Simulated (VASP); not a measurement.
Write the native input for VASP 6.6.1 that does the following.

```
Task                   : single point
Functional             : PBEsol
Potentials or basis    : VASP PAW PBE potentials, release 64 (Co, Al)
Cutoff                 : 520 eV
k mesh                 : 8 × 8 × 8
Occupations            : fermi-dirac, width 0.05 eV
Spin                   : collinear spin, ferromagnetic start
Starting moments       : [2.0, 2.0, 2.0, 0.0] μB
Dipole correction      : no
Further INCAR settings : ALGO = Fast; EDIFF = 1e-06; NBANDS = 27
```

The structure of AlCo3 lies in POSCAR:

```
AlCo3
1.0
    3.6450628203      0.0000000000      0.0000000000
    0.0000000000      3.6450628203      0.0000000000
    0.0000000000      0.0000000000      3.6450628203
Co Al
3 1
Direct
    0.0000000000      0.5000000000      0.5000000000
    0.5000000000      0.0000000000      0.5000000000
    0.5000000000      0.5000000000      0.0000000000
    0.0000000000      0.0000000000      0.0000000000
```

This cell differs from its parent crystal: volume scaled by 1.06.

These files were run (other wordings do the same):

INCAR

```
SYSTEM = AlCo3
  ALGO = Fast
  EDIFF = 1E-6
  ENCUT = 520
  GGA = PS
  ISIF = 2
  ISMEAR = -1
  ISPIN = 2
  LASPH = .True.
  LCHARG = .False.
  LMAXMIX = 4
  LORBIT = 11
  LREAL = .False.
  LWAVE = .False.
  MAGMOM = 2 2 2 0
  NBANDS = 27
  NELM = 150
  PREC = Accurate
  SIGMA = 0.05
```

KPOINTS

```
k-points
0
Gamma
  8 8 8
  0 0 0
```

Potentials or basis: VASP PAW PBE potentials, release 64 (Co, Al).

Run with:

```sh
$ cat potpaw_PBE.64/Co/POTCAR potpaw_PBE.64/Al/POTCAR > POTCAR
$ mpirun -np 1 vasp_std > vasp.out
```

Results of the run:

* Pressure: -16.5 GPa
* Net moment: 3.91 μB per cell
* Site moments: Co +1.35; Al -0.04 μB
* Valence electrons inside the program's atomic spheres: Co 8.19; Al 0.79

Caveat: the PAW data sets were made with another functional, which shifts forces and pressure a little.

Wall time 2.3 min on 1 thread of AMD EPYC 7R43 64-Core Processor (Zen 3), with other jobs on the host, peak memory 0.17 GiB.
